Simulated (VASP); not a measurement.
# V (Im-3m) in VASP: further runs

Aim: see how the results for V move with the level of theory and the settings. Levels: PBEsol+D3(BJ), PBE. Tasks: single point.

Everything below comes from runs of VASP 6.6.1. Logs are shortened: lines on timing, memory, paths and dates and some standing lists are left out, and cuts for length are marked.

## Step 1: The cell of the first run

Symmetry: Im-3m, No. 229, cubic system. Conventional cell: a = 2.914 Å, b = 2.914 Å, c = 2.914 Å, α = 90.00°, β = 90.00°, γ = 90.00°. V (site symmetry m-3m) has 14 V at 2.52 to 2.91 Å within 3.3 Å.

## Step 2: Single point, PBEsol+D3(BJ), collinear spin, ferromagnetic start

Contents of INCAR:

```
SYSTEM = V
ALGO = Normal ; EDIFF = 1E-6
ENCUT = 520 ; GGA = PS
ISIF = 2 ; ISMEAR = -1
ISPIN = 2 ; IVDW = 12
LASPH = .TRUE. ; LCHARG = .TRUE.
LELF = .TRUE. ; LMAXMIX = 4
LORBIT = 11 ; LREAL = .FALSE.
LVHAR = .TRUE. ; LWAVE = .FALSE.
MAGMOM = 2 ; NBANDS = 16
NELM = 150 ; PREC = Accurate
SIGMA = 0.05
```

Contents of KPOINTS:

```
k-points
0
G
  12 12 12
  0 0 0
```

Contents of POSCAR:

```
V
1.0
   -1.4568493373      1.4568493373      1.4568493373
    1.4568493373     -1.4568493373      1.4568493373
    1.4568493373      1.4568493373     -1.4568493373
V
1
Direct
    0.0000000000      0.0000000000      0.0000000000
```

Potentials or basis: VASP PAW PBE potentials, release 64 (V_sv).

Run with:

```sh
cat potpaw_PBE.64/V_sv/POTCAR > POTCAR
mpirun -np 1 vasp_std > vasp.out
```

OUTCAR:

```text
SYSTEM = V
   EDIFF = 1E-6
   ENCUT = 520
   GGA = PS
   ISIF = 2
   ISMEAR = -1
   ISPIN = 2
   IVDW = 12
   LASPH = .TRUE.
   LORBIT = 11
   LREAL = .FALSE.
   NELM = 150
   PREC = Accurate
 IVDW          = 12

 ion  position               nearest neighbor table
   1  0.000  0.000  0.000-

  LATTYP: Found a body centered cubic cell.
 ALAT       =     2.9136986746

  Lattice vectors:

 A1 = (  -1.4568493373,   1.4568493373,   1.4568493373)
 A2 = (   1.4568493373,  -1.4568493373,   1.4568493373)
 A3 = (   1.4568493373,   1.4568493373,  -1.4568493373)

Analysis of symmetry for initial positions (statically):
=====================================================================
 Subroutine PRICEL returns:
 Original cell was already a primitive cell.

 Routine SETGRP: Setting up the symmetry group for a
 body centered cubic supercell.

 Subroutine GETGRP returns: Found 48 space group operations
 (whereof 48 operations were pure point group operations)
 out of a pool of 48 trial point group operations.

The static configuration has the point symmetry O_h .

Analysis of symmetry for dynamics (positions and initial velocities):
=====================================================================
 Subroutine PRICEL returns:
 Original cell was already a primitive cell.

 Routine SETGRP: Setting up the symmetry group for a
 body centered cubic supercell.

 Subroutine GETGRP returns: Found 48 space group operations
 (whereof 48 operations were pure point group operations)
 out of a pool of 48 trial point group operations.

The dynamic configuration has the point symmetry O_h .

Analysis of structural, dynamic, and magnetic symmetry:
=====================================================================
 Subroutine PRICEL returns:
 Original cell was already a primitive cell.

 Routine SETGRP: Setting up the symmetry group for a
 body centered cubic supercell.

 Subroutine GETGRP returns: Found 48 space group operations
 (whereof 48 operations were pure point group operations)
 out of a pool of 48 trial point group operations.

The overall configuration has the point symmetry O_h .

 Subroutine INISYM returns: Found 48 space group operations
 (whereof 48 operations are pure point group operations),
 and found     1 'primitive' translations

----------------------------------------------------------------------------------------

                                     Primitive cell

  volume of cell :      12.3681

  direct lattice vectors                    reciprocal lattice vectors
    -1.456849337  1.456849337  1.456849337     0.000000000  0.343206389  0.343206389
     1.456849337 -1.456849337  1.456849337     0.343206389  0.000000000  0.343206389
     1.456849337  1.456849337 -1.456849337     0.343206389  0.343206389  0.000000000

  length of vectors
     2.523337071  2.523337071  2.523337071     0.485367130  0.485367130  0.485367130

  position of ions in fractional coordinates (direct lattice)
     0.000000000  0.000000000  0.000000000

  ion indices of the primitive-cell ions
   primitive index   ion index
                 1           1

----------------------------------------------------------------------------------------

 KPOINTS: k-points

Automatic generation of k-mesh.
 Grid dimensions read from file:
 generate k-points for:   12   12   12

 Generating k-lattice:

  Cartesian coordinates                     Fractional coordinates (reciprocal lattice)
     0.000000000  0.028600532  0.028600532     0.083333333  0.000000000  0.000000000
     0.028600532  0.000000000  0.028600532     0.000000000  0.083333333  0.000000000
     0.028600532  0.028600532  0.000000000     0.000000000  0.000000000  0.083333333

  Length of vectors
     0.040447261  0.040447261  0.040447261

  Shift w.r.t. Gamma in fractional coordinates (k-lattice)
     0.000000000  0.000000000  0.000000000

 Subroutine IBZKPT returns following result:
 ===========================================

 Found     72 irreducible k-points:

 Following reciprocal coordinates:
            Coordinates               Weight
  0.000000  0.000000  0.000000      1.000000
  0.083333  0.000000  0.000000     12.000000
  0.166667  0.000000  0.000000     12.000000
  0.250000  0.000000  0.000000     12.000000
  0.333333  0.000000  0.000000     12.000000
  0.416667  0.000000  0.000000     12.000000
[... 16 lines left out ...]
  0.333333  0.083333  0.083333     24.000000
  0.416667  0.083333  0.083333     12.000000
 [... further k-points ...]
   k-points           NKPTS =     72   k-points in BZ     NKDIM =     72   number of bands    NBANDS=     16
   number of dos      NEDOS =    301   number of ions     NIONS =      1
   total plane-waves  NPLWV =   8000
   dimension x,y,z NGX =    20 NGY =   20 NGZ =   20
   dimension x,y,z NGXF=    40 NGYF=   40 NGZF=   40
   ions per type =               1
   NGX,Y,Z   is equivalent  to a cutoff of  13.18, 13.18, 13.18 a.u.
   NGXF,Y,Z  is equivalent  to a cutoff of  26.35, 26.35, 26.35 a.u.
 SYSTEM =  V
   PREC   = accura    normal or accurate (medium, high low for compatibility)
   ISTART =      0    job   : 0-new  1-cont  2-samecut
   ICHARG =      2    charge: 1-file 2-atom 10-const
   ISPIN  =      2    spin polarized calculation?
   LNONCOLLINEAR =      F non collinear calculations
   LSORBIT =      F    spin-orbit coupling
   LASPH  =      T    aspherical Exc in radial PAW
   ENCUT  =  520.0 eV  38.22 Ry    6.18 a.u.   4.69  4.69  4.69*2*pi/ulx,y,z
   NELM   =    150;   NELMIN=  2; NELMDL= -5     # of ELM steps
   EDIFF  = 0.1E-05   stopping-criterion for ELM
   LREAL  =      F    real-space projection
[... 7 lines left out ...]
   TEBEG  =    0.0;   TEEND  =   0.0 temperature during run
   PSTRESS=    0.0 pullay stress
   NELECT =      13.0000    total number of electrons
   NUPDOWN=      -1.0000    fix difference up-down
   EMIN   =  10.00;   EMAX   =-10.00  energy-range for DOS
   EFERMI =   0.00;   METHOD = LEGACY
   ISMEAR =    -1;   SIGMA  =   0.05  broadening in eV -4-tet -1-fermi 0-gaus
   EFERMI_NEDOS =   21; number of points for ismear=-14 and -15
   IALGO  =     38    algorithm
   IMIX   =      4    mixing-type and parameters
     AMIX     =   0.40;   BMIX     =  1.00
     AMIX_MAG =   1.60;   BMIX_MAG =  1.00
  volume/ion in A,a.u.               =      12.37        83.46
  Fermi-wavevector in a.u.,A,eV,Ry     =   1.664516  3.145479 37.696486  2.770614
  Thomas-Fermi vector in A             =   2.751046
   LORBIT       =     11    0 simple, 1 ext, 2 COOP (PROOUT), +10 PAW based schemes
   GGA     = PS    functional components
   LHFCALC =     F    Hartree Fock is set to
   AEXX    =    0.0000 exact exchange contribution
   IVDW    =    12    specifies the selected vdW correction
   LEPSILON=     F    determine dielectric tensor
   LRPA    =     F    only Hartree local field effects (RPA)
 spin polarized calculation
  energy-cutoff  :      520.00
  volume of cell :       12.37
 maximum number of plane-waves:       370
   NGX =  9   NGY =  9   NGZ =  9

 number of electron      13.0000009 magnetization       0.0028075

 Free energy of the ion-electron system (eV)
  ---------------------------------------------------
  ext. energy  EPLUGINS =         0.00000000
  ---------------------------------------------------
  free energy    TOTEN  =        -9.61939412 eV

  energy without entropy =       -9.60307499  energy(sigma->0) =       -9.61123456

 E-fermi :  10.6663     XC(G=0): -13.5315

 val. band max:       10.6441934821   @ k =  -0.4167   0.5000   0.0833
 cond. band min:      10.6671972953   @ k =  -0.3333   0.3333   0.1667
 fundamental gap:      0.0230038132
 Fermi energy:        10.6663467597

 spin component 1

 k-point     1 :       0.0000    0.0000    0.0000
  band No.  band energies     occupation
      1     -52.7048      1.00000
      2     -25.9458      1.00000
      3     -25.9458      1.00000
      4     -25.9458      1.00000
      5       3.8950      1.00000
      6      11.0986      0.00018
[... 8 lines left out ...]
     15      39.6788      0.00000
     16      44.6282      0.00000

 k-point     2 :       0.0833    0.0000    0.0000
  band No.  band energies     occupation
      1     -52.6863      1.00000
      2     -26.0298      1.00000
      3     -25.9709      1.00000
      4     -25.9466      1.00000
      5       4.1976      1.00000
      6      10.9636      0.00261
[... 8 lines left out ...]
     15      40.1516      0.00000
     16      42.2743      0.00000
[... 387 lines left out ...]
      5       7.7163      1.00000
      6       9.3540      1.00000
[... 8 lines left out ...]
     15      41.4295      0.00000
     16      42.4884      0.00000

 k-point    24 :       0.4167    0.0833    0.0833
  band No.  band energies     occupation
      1     -52.4171      1.00000
      2     -27.0555      1.00000
      3     -26.3686      1.00000
      4     -26.0346      1.00000
      5       7.6807      1.00000
      6       9.2706      1.00000
[... 8 lines left out ...]
     15      41.5563      0.00000
     16      41.9268      0.00000

 [... further k-points ...]

 spin component 2

 k-point     1 :       0.0000    0.0000    0.0000
  band No.  band energies     occupation
      1     -52.7027      1.00000
      2     -25.9438      1.00000
      3     -25.9438      1.00000
      4     -25.9438      1.00000
      5       3.8971      1.00000
      6      11.1009      0.00017
[... 8 lines left out ...]
     15      39.6805      0.00000
     16      44.6307      0.00000

 k-point     2 :       0.0833    0.0000    0.0000
  band No.  band energies     occupation
      1     -52.6842      1.00000
      2     -26.0277      1.00000
      3     -25.9689      1.00000
      4     -25.9446      1.00000
      5       4.1996      1.00000
      6      10.9659      0.00249
[... 8 lines left out ...]
     15      40.1533      0.00000
     16      42.2765      0.00000
[... 387 lines left out ...]
      5       7.7184      1.00000
      6       9.3563      1.00000
[... 8 lines left out ...]
     15      41.4316      0.00000
     16      42.4905      0.00000

 k-point    24 :       0.4167    0.0833    0.0833
  band No.  band energies     occupation
      1     -52.4150      1.00000
      2     -27.0535      1.00000
      3     -26.3665      1.00000
      4     -26.0326      1.00000
      5       7.6827      1.00000
      6       9.2729      1.00000
[... 8 lines left out ...]
     15      41.5584      0.00000
     16      41.9289      0.00000

 [... further k-points ...]

------------------------ aborting loop because EDIFF is reached ----------------------------------------

 Edisp (eV)   -0.72006

 E8    (eV) :    -0.4978

  FORCE on cell =-STRESS in cart. coord.  units (eV):
  Direction    XX          YY          ZZ          XY          YZ          ZX
  --------------------------------------------------------------------------------------
  -------------------------------------------------------------------------------------
  Total       0.02001     0.02001     0.02001    -0.00000    -0.00000    -0.00000
  in kB       2.59249     2.59249     2.59249    -0.00000    -0.00000    -0.00000
  external pressure =        2.59 kB  Pullay stress =        0.00 kB

 VOLUME and BASIS-vectors are now :
 -----------------------------------------------------------------------------
  energy-cutoff  :      520.00
  volume of cell :       12.37
      direct lattice vectors                 reciprocal lattice vectors
    -1.456849337  1.456849337  1.456849337     0.000000000  0.343206389  0.343206389
     1.456849337 -1.456849337  1.456849337     0.343206389  0.000000000  0.343206389
     1.456849337  1.456849337 -1.456849337     0.343206389  0.343206389  0.000000000

 POSITION                                       TOTAL-FORCE (eV/Angst)
 -----------------------------------------------------------------------------------
      0.00000      0.00000      0.00000        -0.000000     -0.000000      0.000000
 -----------------------------------------------------------------------------------
    total drift:                                0.000000     -0.000000      0.000000

  FREE ENERGIE OF THE ION-ELECTRON SYSTEM (eV)
  ---------------------------------------------------
  free  energy   TOTEN  =       -10.3394518854 eV

  energy  without entropy=      -10.3231327497  energy(sigma->0) =      -10.33129232

 total charge

# of ion       s       p       d       tot
------------------------------------------
    1        2.370   6.247   3.205  11.822

 magnetization (x)

# of ion       s       p       d       tot
------------------------------------------
    1        0.000   0.000   0.002   0.002
```

It took 26 s on 1 thread of Intel Xeon Platinum 8488C (Sapphire Rapids), shared host; peak memory 0.15 GiB.

What came out:

| Quantity | Value |
| --- | --- |
| Free energy | -10.3395 eV |
| Pressure | 0.3 GPa |
| Net moment | 0.00 μB per cell |
| Valence electrons inside the program's atomic spheres | V 11.82 |
| Dispersion energy per atom | -0.720 eV |

Caveat: the PAW data sets were made with another functional, which shifts forces and pressure a little; pairwise dispersion overbinds metals, which lowers pressure and volume.

## Step 3: Single point, PBE, collinear spin, ferromagnetic start

This run uses another cell than the first one, of 13.89 Å³/atom, 1.123 times its volume.

Contents of INCAR:

```
PREC = Accurate ; ENCUT = 520
EDIFF = 1E-6 ; ISMEAR = 0
SIGMA = 0.013000000000000001 ; LREAL = False
LASPH = True ; NELM = 150
ALGO = Normal ; ISIF = 2
LWAVE = False ; LCHARG = True
ISPIN = 2 ; MAGMOM = 2
LORBIT = 11 ; LMAXMIX = 4
GGA = PE ; LELF = True
LVHAR = True ; NBANDS = 16
```

Contents of KPOINTS:

```
regular mesh
0
Gamma
  12 12 12
```

Contents of POSCAR:

```
V
1.0
   -1.5143500000      1.5143500000      1.5143500000
    1.5143500000     -1.5143500000      1.5143500000
    1.5143500000      1.5143500000     -1.5143500000
V
1
Direct
    0.0000000000      0.0000000000      0.0000000000
```

Potentials or basis: VASP PAW PBE potentials, release 64 (V_sv).

Run with:

```sh
cat potpaw_PBE.64/V_sv/POTCAR > POTCAR
mpirun -np 1 vasp_std > vasp.out
```

OUTCAR:

```text
PREC = Accurate
   ENCUT = 520
   EDIFF = 1E-6
   ISMEAR = 0
   LREAL = False
   LASPH = True
   NELM = 150
   ISIF = 2
   ISPIN = 2
   LORBIT = 11
   GGA = PE

 ion  position               nearest neighbor table
   1  0.000  0.000  0.000-

  LATTYP: Found a body centered cubic cell.
 ALAT       =     3.0287000000

  Lattice vectors:

 A1 = (  -1.5143500000,   1.5143500000,   1.5143500000)
 A2 = (   1.5143500000,  -1.5143500000,   1.5143500000)
[... 1119 lines left out ...]
  --------------------------------------------------------------------------------------
  -------------------------------------------------------------------------------------
  Total       -0.4388734     -0.4388734     -0.4388734      0.0000000      0.0000000      0.0000000
  in kB      -50.6187095    -50.6187095    -50.6187095      0.0000000      0.0000000      0.0000000
  external PRESSURE =     -50.6187095 kB  Pullay stress =       0.0000000 kB

 VOLUME and BASIS-vectors are now :
 -----------------------------------------------------------------------------
  energy-cutoff  :      520.00
  volume of cell :       13.89
      direct lattice vectors                 reciprocal lattice vectors
    -1.514350000  1.514350000  1.514350000     0.000000000  0.330174662  0.330174662
     1.514350000 -1.514350000  1.514350000     0.330174662  0.000000000  0.330174662
     1.514350000  1.514350000 -1.514350000     0.330174662  0.330174662  0.000000000

 POSITION                                       TOTAL-FORCE (eV/Angst)
 -----------------------------------------------------------------------------------
      0.00000      0.00000      0.00000         0.000000     -0.000000     -0.000000
 -----------------------------------------------------------------------------------
    total drift:                                0.000000     -0.000000      0.000000

  FREE ENERGIE OF THE ION-ELECTRON SYSTEM (eV)
  ---------------------------------------------------
  free  energy   TOTEN  =        -8.9781499453 eV

  energy  without entropy=       -8.9779969329  energy(sigma->0) =       -8.97807344

 total charge

# of ion       s       p       d       tot
------------------------------------------
    1        2.332   6.214   3.051  11.597

 magnetization (x)

# of ion       s       p       d       tot
------------------------------------------
    1        0.001   0.003   0.104   0.108
```

stdout:

```text
POSCAR found type information on POSCAR V
 POSCAR found :  1 types and       1 ions
 scaLAPACK will be used
 LDA part: xc-table for (Slater+PW92), standard interpolation
 POSCAR, INCAR and KPOINTS ok, starting setup
 FFT: planning ... GRIDC
 FFT: planning ... GRID_SOFT
 FFT: planning ... GRID
 WAVECAR not read
 entering main loop
```

Run time: 26 s. Hardware: 1 thread of Intel Xeon Platinum 8488C (Sapphire Rapids), shared host; peak memory 0.14 GiB.

Results:

```yaml
Free_energy: -8.9781 eV
Pressure: -5.1 GPa
Net_moment: 0.12 μB per cell
Site_moments: V +0.11 μB
Valence_electrons_inside_the_program's_atomic_spheres: V 11.60
```

Levels at points of the mesh, in eV from the Fermi level:
Spin up:
| k point | band 3 | band 4 | band 5 | band 6 | band 7 | band 8 | band 9 | band 10 |
| --- | --- | --- | --- | --- | --- | --- | --- | --- |
| (0.00, 0.00, 0.00) | -37.12 | -37.12 | -6.51 | 0.38 | 0.38 | 0.38 | 2.34 | 2.34 |
| (0.50, 0.00, 0.00) | -37.38 | -37.13 | -3.07 | -1.09 | 1.55 | 2.32 | 2.68 | 3.92 |
| (0.50, 0.50, 0.50) | -37.68 | -37.68 | -2.84 | -2.84 | 3.55 | 3.55 | 3.55 | 9.92 |
Spin down:
| k point | band 3 | band 4 | band 5 | band 6 | band 7 | band 8 | band 9 | band 10 |
| --- | --- | --- | --- | --- | --- | --- | --- | --- |
| (0.00, 0.00, 0.00) | -37.02 | -37.02 | -6.44 | 0.50 | 0.50 | 0.50 | 2.40 | 2.40 |
| (0.50, 0.00, 0.00) | -37.28 | -37.03 | -2.99 | -0.98 | 1.61 | 2.41 | 2.74 | 4.04 |
| (0.50, 0.50, 0.50) | -37.58 | -37.58 | -2.79 | -2.79 | 3.67 | 3.67 | 3.67 | 10.00 |
